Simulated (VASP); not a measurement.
Set up this calculation in VASP 6.6.1, as the native input.

* Task: single point
* Functional: PBE
* Potentials or basis: VASP PAW PBE potentials, release 64 (Gd, Si)
* Cutoff: 520 eV
* k mesh: 8 × 8 × 8
* Occupations: gaussian, width 0.05 eV
* Spin: collinear spin, ferromagnetic start
* Starting moments: [7.5, 0.0, 0.0, 0.0] μB
* Dipole correction: no
* Further INCAR settings: ALGO = Normal; EDIFF = 1e-06; NBANDS = 27

The structure of GdSi3 lies in POSCAR:

```
GdSi3
1.0
    4.1741069612      0.0000000000      0.0000000000
    0.0000000000      4.1741069612      0.0000000000
    0.0000000000      0.0000000000      4.1741069612
Gd Si
1 3
Direct
    0.0000000000      0.0000000000      0.0000000000
    0.0000000000      0.5000000000      0.5000000000
    0.5000000000      0.5000000000      0.0000000000
    0.5000000000      0.0000000000      0.5000000000
```

One way to write it, as run:

INCAR

```
SYSTEM = GdSi3
PREC = Accurate ; ENCUT = 520
EDIFF = 1E-6 ; ISMEAR = 0
SIGMA = 0.05 ; LREAL = .FALSE.
LASPH = .TRUE. ; NELM = 150
ALGO = Normal ; ISIF = 2
LWAVE = .FALSE. ; LCHARG = .FALSE.
ISPIN = 2 ; MAGMOM = 7.5 0 0 0
LORBIT = 11 ; LMAXMIX = 6
GGA = PE ; NBANDS = 27
```

KPOINTS

```
Automatic mesh
0
G
  8 8 8
  0 0 0
```

Potentials or basis: VASP PAW PBE potentials, release 64 (Gd, Si).

Launch:

```sh
$ cat potpaw_PBE.64/Gd/POTCAR potpaw_PBE.64/Si/POTCAR > POTCAR
$ mpirun -np 1 vasp_std > vasp.out
```

Results of the run:

| Property | Result |
| --- | --- |
| Pressure | -1.7 GPa |
| Net moment | 6.65 μB per cell |
| Site moments | Gd +6.66; Si -0.03 μB |
| Valence electrons inside the program's atomic spheres | Gd 15.34; Si 1.57 |

Wall time 110 s on 1 thread of AMD EPYC 9R45 96-Core Processor (Zen 5), on a shared host, peak memory 0.25 GiB.
